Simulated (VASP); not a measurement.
Input of a VASP 6.6.1 run:

Contents of INCAR:

```
SYSTEM = OsPd4
PREC = Accurate
ENCUT = 600
EDIFF = 1E-6
ISMEAR = 0
SIGMA = 0.1
LREAL = .FALSE.
LASPH = .TRUE.
NELM = 200
ALGO = Normal
ISIF = 2
LWAVE = .FALSE.
LCHARG = .FALSE.
ISPIN = 2
MAGMOM = 0.21 0.21 0.21 0.17 3.01
LORBIT = 11
LMAXMIX = 4
GGA = PE
NBANDS = 36
GGA_COMPAT = .FALSE.
```

KPOINTS

```
regular mesh
0
G
  8 8 8
  0 0 0
```

The input POSCAR:

```
OsPd4
1.0
    4.7408301152      0.0000000000      0.0000000000
    0.0000000000      4.7408301152      0.0000000000
    0.0000000000      0.0000000000      4.7408301152
Pd Os
4 1
Direct
    0.0000000000      0.5000000000      0.5000000000
    0.5000000000      0.0000000000      0.5000000000
    0.5000000000      0.5000000000      0.0000000000
    0.5000000000      0.5000000000      0.5000000000
    0.0000000000      0.0000000000      0.0000000000
```

Potentials or basis: VASP PAW PBE potentials, release 64 (Pd, Os).

Run with:

```console
$ cat potpaw_PBE.64/Pd/POTCAR potpaw_PBE.64/Os/POTCAR > POTCAR
$ mpirun -np 1 vasp_std > vasp.out
```

(1) Estimate the net moment.

(2) What does it give for the pressure?

(3) Predict the site moments.

## Answers

(1) 3.41 μB per cell.

(2) -0.4 GPa.

(3) Pd +0.13, +0.09 (each value once); Os +2.77 μB.
